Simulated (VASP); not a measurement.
# Si (Fd-3m) in VASP: notebook

Si is run at these levels: r2SCAN; tasks: relaxation of cell and atoms, single point.

Program: VASP 6.6.1. These are calculated values, not measurements. Logs are shortened: lines on timing, memory, paths and dates and some standing lists are left out, and cuts for length are marked.

## 1. The cell of the first run

It takes space group Fd-3m (No. 227, cubic). Conventional cell: a = 5.444 Å, b = 5.444 Å, c = 5.444 Å, α = 90.00°, β = 90.00°, γ = 90.00°. Si (site symmetry -43m) has 4 Si at 2.36 Å within 3.1 Å.

## 2. Relaxation of cell and atoms, r2SCAN, target pressure 10 GPa, at which the enthalpy is minimised

The input, POSCAR:

```
Si
1.0
    2.7220733657      2.7220733657      0.0000000000
   -2.7220733657      2.7220733657      0.0000000000
    0.0000000000      2.7220733657      2.7220733657
Si
2
Direct
    0.2500000000      0.7500000000      0.5000000000
    0.0000000000      0.0000000000      0.0000000000
```

The input, INCAR.step1:

```
SYSTEM = Si
  PREC = Accurate
  ENCUT = 600
  ISMEAR = 0
  SIGMA = 0.01
  LREAL = .FALSE.
  LASPH = .TRUE.
  NELM = 60
  GGA = PE
  ALGO = Normal
  EDIFF = 1E-4
  LWAVE = .TRUE.
  LCHARG = .FALSE.
```

The input, INCAR.step2:

```
SYSTEM = Si
  PREC = Accurate
  ENCUT = 600
  EDIFF = 1E-7
  ISMEAR = 0
  SIGMA = 0.01
  LREAL = .FALSE.
  LASPH = .TRUE.
  NELM = 60
  ALGO = Normal
  ISIF = 3
  LWAVE = .FALSE.
  LCHARG = .FALSE.
  METAGGA = R2SCAN
  LMIXTAU = .TRUE.
  IBRION = 2
  NSW = 100
  EDIFFG = -0.002
  PSTRESS = 100.0
  ISTART = 1
```

The input, KPOINTS:

```
Automatic mesh
0
G
  8 8 8
  0 0 0
```

Potentials or basis: VASP PAW PBE potentials, release 64 (Si).

Launch:

```sh
$ cat potpaw_PBE.64/Si/POTCAR > POTCAR
$ cp INCAR.step1 INCAR
$ mpirun -np 1 vasp_std > vasp.out
$ cp INCAR.step2 INCAR
$ mpirun -np 1 vasp_std > vasp.out
```

OUTCAR:

```text
SYSTEM = Si
   PREC = Accurate
   ENCUT = 600
   EDIFF = 1E-7
   ISMEAR = 0
   LREAL = .FALSE.
   LASPH = .TRUE.
   NELM = 60
   ISIF = 3
   METAGGA = R2SCAN
   IBRION = 2
   NSW = 100
   EDIFFG = -0.002
   PSTRESS = 100.0
   ISTART = 1

 ion  position               nearest neighbor table
   1  0.250  0.750  0.500-   2 2.36   2 2.36   2 2.36   2 2.36
   2  0.000  0.000  0.000-   1 2.36   1 2.36   1 2.36   1 2.36

  LATTYP: Found a face centered cubic cell.
 ALAT       =     5.4441467314

  Lattice vectors:

 A1 = (   0.0000000000,   2.7220733657,   2.7220733657)
 A2 = (   2.7220733657,   0.0000000000,   2.7220733657)
 A3 = (   2.7220733657,   2.7220733657,   0.0000000000)

Analysis of symmetry for initial positions (statically):
=====================================================================
 Subroutine PRICEL returns:
 Original cell was already a primitive cell.

 Routine SETGRP: Setting up the symmetry group for a
 face centered cubic supercell.

 Subroutine GETGRP returns: Found 48 space group operations
 (whereof 24 operations were pure point group operations)
 out of a pool of 48 trial point group operations.

The static configuration has the point symmetry T_d .
 The point group associated with its full space group is O_h .

Analysis of symmetry for dynamics (positions and initial velocities):
=====================================================================
 Subroutine PRICEL returns:
 Original cell was already a primitive cell.

 Routine SETGRP: Setting up the symmetry group for a
 face centered cubic supercell.

 Subroutine GETGRP returns: Found 48 space group operations
 (whereof 24 operations were pure point group operations)
 out of a pool of 48 trial point group operations.

The dynamic configuration has the point symmetry T_d .
 The point group associated with its full space group is O_h .

 Subroutine INISYM returns: Found 48 space group operations
 (whereof 24 operations are pure point group operations),
 and found     1 'primitive' translations

----------------------------------------------------------------------------------------

                                     Primitive cell

  volume of cell :      40.3394

  direct lattice vectors                    reciprocal lattice vectors
     2.722073366  2.722073366  0.000000000     0.183683514  0.183683514 -0.183683514
    -2.722073366  2.722073366  0.000000000    -0.183683514  0.183683514 -0.183683514
     0.000000000  2.722073366  2.722073366     0.000000000  0.000000000  0.367367027

  length of vectors
     3.849593072  3.849593072  3.849593072     0.318149178  0.318149178  0.367367027

  position of ions in fractional coordinates (direct lattice)
     0.250000000  0.750000000  0.500000000
     0.000000000  0.000000000  0.000000000

  ion indices of the primitive-cell ions
   primitive index   ion index
                 1           1
                 2           2

----------------------------------------------------------------------------------------

 KPOINTS: Automatic mesh

Automatic generation of k-mesh.
 Grid dimensions read from file:
 generate k-points for:    8    8    8

 Generating k-lattice:

  Cartesian coordinates                     Fractional coordinates (reciprocal lattice)
     0.022960439  0.022960439 -0.022960439     0.125000000  0.000000000  0.000000000
    -0.022960439  0.022960439 -0.022960439     0.000000000  0.125000000  0.000000000
     0.000000000  0.000000000  0.045920878     0.000000000  0.000000000  0.125000000

  Length of vectors
     0.039768647  0.039768647  0.045920878

  Shift w.r.t. Gamma in fractional coordinates (k-lattice)
     0.000000000  0.000000000  0.000000000

 Subroutine IBZKPT returns following result:
 ===========================================

 Found     29 irreducible k-points:

 Following reciprocal coordinates:
            Coordinates               Weight
  0.000000  0.000000  0.000000      1.000000
  0.125000  0.000000  0.000000      8.000000
  0.250000  0.000000  0.000000      8.000000
  0.375000  0.000000  0.000000      8.000000
[... 39 lines left out ...]
  Thomas-Fermi vector in A             =   2.083458
   LORBIT       =      0    0 simple, 1 ext, 2 COOP (PROOUT), +10 PAW based schemes
   METAGGA = R2SCAN    functional components
   LHFCALC =     F    Hartree Fock is set to
   AEXX    =    0.0000 exact exchange contribution
   IVDW    =     0    specifies the selected vdW correction
   LEPSILON=     F    determine dielectric tensor
   LRPA    =     F    only Hartree local field effects (RPA)
 conjugate gradient relaxation of ions
 non-spin polarized calculation
 Gauss-broadening in eV      SIGMA  =   0.01
  energy-cutoff  :      600.00
  volume of cell :       40.34
 maximum number of plane-waves:      1365
   NGX = 15   NGY = 15   NGZ = 15

--------------------------------------- Ionic step        1  -------------------------------------------

 number of electron       8.0000000 magnetization

 Free energy of the ion-electron system (eV)
  ---------------------------------------------------
  ext. energy  EPLUGINS =         0.00000000
  ---------------------------------------------------
  free energy    TOTEN  =       -17.54682595 eV

  energy without entropy =      -17.54682595  energy(sigma->0) =      -17.54682595

 E-fermi :   5.7094     XC(G=0):  -9.8250

 val. band max:        5.6635322715   @ k =   0.0000   0.0000   0.0000
 cond. band min:       6.4890840917   @ k =  -0.3750   0.3750   0.0000
 fundamental gap:      0.8255518202
 Fermi energy:         5.7093992264

 k-point     1 :       0.0000    0.0000    0.0000
  band No.  band energies     occupation
      1      -6.8100      2.00000
      2       5.6635      2.00000
      3       5.6635      2.00000
      4       5.6635      2.00000
      5       8.4183      0.00000
      6       8.4183      0.00000
      7       8.4183      0.00000
      8       9.5614      0.00000

 k-point     2 :       0.1250    0.0000    0.0000
  band No.  band energies     occupation
      1      -6.5965      2.00000
      2       4.0304      2.00000
      3       5.3606      2.00000
      4       5.3606      2.00000
      5       8.4458      0.00000
      6       8.8648      0.00000
      7       8.8648      0.00000
      8      10.8746      0.00000
[... 347 lines left out ...]
  FREE ENERGIE OF THE ION-ELECTRON SYSTEM (eV)
  ---------------------------------------------------
  free  energy   TOTEN  =       -17.4554265212 eV

  energy  without entropy=      -17.4554265212  energy(sigma->0) =      -17.45542652

  enthalpy is  TOTEN    =       -15.1455410984 eV   P V=        2.3098854228

--------------------------------------- Ionic step        4  -------------------------------------------

 number of electron       8.0000000 magnetization

 Free energy of the ion-electron system (eV)
  ---------------------------------------------------
  ext. energy  EPLUGINS =         0.00000000
  ---------------------------------------------------
  free energy    TOTEN  =       -17.45144917 eV

  energy without entropy =      -17.45144917  energy(sigma->0) =      -17.45144917

 E-fermi :   6.6890     XC(G=0): -10.1796

 val. band max:        6.5908665076   @ k =   0.0000   0.0000   0.0000
 cond. band min:       7.2686392487   @ k =  -0.3750   0.3750   0.0000
 fundamental gap:      0.6777727411
 Fermi energy:         6.6890098262

 k-point     1 :       0.0000    0.0000    0.0000
  band No.  band energies     occupation
      1      -6.5308      2.00000
      2       6.5909      2.00000
      3       6.5909      2.00000
      4       6.5909      2.00000
      5       9.3814      0.00000
      6       9.3814      0.00000
      7       9.3814      0.00000
      8      11.6029      0.00000

 k-point     2 :       0.1250    0.0000    0.0000
  band No.  band energies     occupation
      1      -6.3008      2.00000
      2       4.9087      2.00000
      3       6.2606      2.00000
      4       6.2606      2.00000
      5       9.5859      0.00000
      6       9.8667      0.00000
      7       9.8667      0.00000
      8      12.7507      0.00000
[... 264 lines left out ...]
 POSITION                                       TOTAL-FORCE (eV/Angst)
 -----------------------------------------------------------------------------------
     -1.32172      3.96517      1.32172        -0.000000      0.000000     -0.000000
      2.64345      2.64345     -0.00000         0.000000      0.000000      0.000000
 -----------------------------------------------------------------------------------
    total drift:                               -0.000000     -0.000000      0.000000

  FREE ENERGIE OF THE ION-ELECTRON SYSTEM (eV)
  ---------------------------------------------------
  free  energy   TOTEN  =       -17.4514491665 eV

  energy  without entropy=      -17.4514491665  energy(sigma->0) =      -17.45144917

  enthalpy is  TOTEN    =       -15.1456005517 eV   P V=        2.3058486148

 reached required accuracy - stopping structural energy minimisation
```

Wall time 2.3 min (1 thread of Intel Xeon Platinum 8259CL at 2.50GHz (Skylake/Cascade Lake), shared host); peak memory 0.18 GiB.

Results:

```
Free energy                                            : -17.4514 eV
Relaxed volume                                         : 18.47 Å³/atom
Relaxed cell                                           : a = 3.738 Å, b = 3.738 Å, c = 3.738 Å, α = 60.00°, β = 60.00°, γ = 90.00°
Space group after relaxing (to 0.05 Å)                 : Fd-3m (No. 227)
Energy change on relaxing (the enthalpy is what falls) : +47.7 meV/atom
Ionic steps                                            : 4
Pressure after relaxing                                : 10.0 GPa
Band gap on the k mesh                                 : 0.68 eV, indirect (least direct gap 2.79 eV)
```

Step by step:
```tsv
step	energy change (eV)	largest force (eV/Å)	pressure (GPa)	volume (Å³)
1	0.0000	0.0000	-0.23	40.34
2	0.5060	0.0000	27.35	33.28
3	0.0914	0.0000	9.75	37.01
4	0.0954	0.0000	9.98	36.94
```

Final structure:
```cif
data_structure
_symmetry_space_group_name_H-M 'P 1'
_symmetry_Int_Tables_number 1
_cell_length_a 3.7384
_cell_length_b 3.7384
_cell_length_c 3.7384
_cell_angle_alpha 60.000
_cell_angle_beta 60.000
_cell_angle_gamma 90.000
_cell_volume 36.94
loop_
_atom_site_label
_atom_site_type_symbol
_atom_site_fract_x
_atom_site_fract_y
_atom_site_fract_z
_atom_site_occupancy
Si1 Si 0.25000 0.75000 0.50000 1
Si2 Si 0.00000 0.00000 0.00000 1
```

Levels at points of the mesh, in eV from the valence-band top:
```csv
k point,band 1,band 2,band 3,band 4,band 5,band 6,band 7,band 8
"(0.00, 0.00, 0.00)",-13.12,0.00,0.00,0.00,2.79,2.79,2.79,5.01
"(0.50, 0.00, 0.00)",-10.45,-7.68,-1.35,-1.35,2.20,3.54,3.54,8.47
"(0.50, 0.50, 0.00)",-8.44,-8.44,-3.24,-3.24,0.75,0.75,11.64,11.64
```

Caveat: the cell is relaxed towards a set pressure, so the enthalpy falls and the energy may rise; the PAW data sets were made with another functional, which shifts forces and pressure a little. A k mesh can miss the band edges.

(Part 1 of 2 ends here.)
